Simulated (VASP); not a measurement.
## InP3: single point with r2SCAN

InP3:

```
In P
1.0
     3.71759    2.14635    3.34486
    -3.71759    2.14635    3.34486
     0.00000   -4.29270    3.34486
In P
2 6
Direct
  0.27041 0.27041 0.27041
  0.72959 0.72959 0.72959
  0.79730 0.24499 0.79730
  0.79730 0.79730 0.24499
  0.24499 0.79730 0.79730
  0.20270 0.75501 0.20270
  0.75501 0.20270 0.20270
  0.20270 0.20270 0.75501
```

```
Program                : VASP 6.6.1
Task                   : single point
Functional             : r2SCAN
Potentials or basis    : VASP PAW PBE potentials, release 64 (In_d, P)
Cutoff                 : 520 eV
k mesh                 : 6 × 6 × 6
Occupations            : fermi-dirac, width 0.1 eV
Spin                   : no spin polarisation
Dipole correction      : no
Further INCAR settings : ALGO = Normal; EDIFF = 1e-06; NBANDS = 38
```

```
Pressure               : 0.9 GPa
Largest force          : 0.105 eV/Å
Band gap on the k mesh : zero (bands 28 and 29 overlap by 0.36 eV)
```

Forces on the atoms (eV/Å):
```
In   0.000  0.000  0.014
In   0.000  0.000 -0.014
P    0.055 -0.032  0.084
P    0.000  0.063  0.084
P   -0.055 -0.032  0.084
P   -0.055  0.032 -0.084
P    0.055  0.032 -0.084
P    0.000 -0.063 -0.084
```

Stress tensor (GPa, compression positive):
```
1.08 0.00 0.00
0.00 1.08 0.00
0.00 0.00 0.64
```

Levels at points of the mesh, in eV from the Fermi level:
```tsv
k point	band 24	band 25	band 26	band 27	band 28	band 29	band 30	band 31	band 32	band 33
(0.00, 0.00, 0.00)	-2.35	-2.35	-1.97	-0.82	-0.82	-0.20	-0.08	2.47	2.58	2.58
(0.50, 0.00, 0.00)	-2.69	-2.66	-1.59	-1.19	-1.12	0.65	2.77	3.06	3.28	3.69
(0.50, 0.50, 0.00)	-2.77	-1.40	-0.83	-0.64	-0.10	1.58	1.80	2.57	2.85	3.76
(0.50, 0.50, 0.50)	-1.14	-0.07	-0.07	0.16	0.16	1.97	2.00	2.00	2.23	2.23
```

Wall time 8.1 min on 1 thread of Intel Xeon 8259CL, with other jobs on the host, peak memory 0.35 GiB.

Caveat: semilocal functionals underestimate gaps, so a narrow gap can read as zero; the PAW data sets were made with another functional, which shifts forces and pressure a little; spin-orbit coupling is left out, which moves the levels of the heavy elements.
